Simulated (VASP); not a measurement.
Here is a VASP 6.6.1 calculation.

INCAR

```
SYSTEM = Mo
PREC     = Accurate       ! precision mode
ENCUT    = 520            ! plane-wave cutoff, eV
EDIFF    = 1E-6           ! SCF threshold, eV
ISMEAR   = 0              ! smearing method
SIGMA    = 0.15           ! smearing width, eV
LREAL    = .FALSE.        ! projectors in reciprocal space
LASPH    = .TRUE.         ! aspherical terms in the spheres
NELM     = 80             ! most SCF steps
ALGO     = Fast           ! electronic algorithm
ISIF     = 2              ! what is computed and relaxed
LWAVE    = .FALSE.        ! write WAVECAR
LCHARG   = .FALSE.        ! write CHGCAR
GGA      = PE             ! functional
NBANDS   = 13             ! bands
```

File KPOINTS:

```
Automatic mesh
0
G
  20 20 20
  0 0 0
```

File POSCAR:

```
Mo
1.0
   -1.4722114365      1.6302333800      1.6382134882
    1.4722114365     -1.6302333800      1.6382134882
    1.4722114365      1.6302333800     -1.6382134882
Mo
1
Direct
    0.0000000000      0.0000000000      0.0000000000
```

Potentials or basis: VASP PAW PBE potentials, release 64 (Mo_sv).

Run with:

```console
$ cat potpaw_PBE.64/Mo_sv/POTCAR > POTCAR
$ mpirun -np 1 vasp_std > vasp.out
```

Problem. What does it give for the band gap on the k mesh?

Solution. Zero (bands 7 and 8 overlap by 5.01 eV).

Problem. What does it give for the pressure?

Solution. 3.0 GPa.

Stress tensor (GPa, compression positive):
```
22.78  0.00  0.00
 0.00 -6.39  0.00
 0.00  0.00 -7.49
```

Caveat: the cell differs from its parent crystal (strain +e along x and -e along y -0.0500, strain +e along z and -e/2 along x and y +0.0367); the stress differs along the axes, from -7 to 23 GPa.
